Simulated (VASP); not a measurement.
A run of VASP 6.6.1 is set up as follows.

The input INCAR:

```
SYSTEM = Y
PREC     = Accurate       ! precision mode
ENCUT    = 520            ! plane-wave cutoff, eV
EDIFF    = 1E-6           ! SCF threshold, eV
ISMEAR   = -1             ! smearing method
SIGMA    = 0.08           ! smearing width, eV
LREAL    = .FALSE.        ! projectors in reciprocal space
LASPH    = .TRUE.         ! aspherical terms in the spheres
NELM     = 80             ! most SCF steps
ALGO     = Normal         ! electronic algorithm
ISIF     = 2              ! what is computed and relaxed
LWAVE    = .FALSE.        ! write WAVECAR
LCHARG   = .FALSE.        ! write CHGCAR
NBANDS   = 18             ! bands
```

KPOINTS

```
regular mesh
0
G
  12 12 7
  0 0 0
```

Contents of POSCAR:

```
Y
1.0
    3.6514992371      0.0000000000      0.0000000000
   -1.8257496185      3.1622911012      0.0000000000
    0.0000000000      0.0000000000      5.6899260000
Y
2
Direct
    0.3333333333      0.6666666667      0.2500000000
    0.6666666667      0.3333333333      0.7500000000
```

Potentials or basis: VASP PAW LDA potentials, release 64 (Y_sv).

Launch:

```sh
$ cat potpaw_LDA.64/Y_sv/POTCAR > POTCAR
$ mpirun -np 1 vasp_std > vasp.out
```

Question: Estimate the band gap on the k mesh.

Answer: Zero (band 11 reaches 3.84 eV, above the bottom of band 12 at 2.40 eV).

Question: Predict the pressure.

Answer: -3.6 GPa.

Caveat: the cell differs from its parent crystal (zz strain of -1 %).
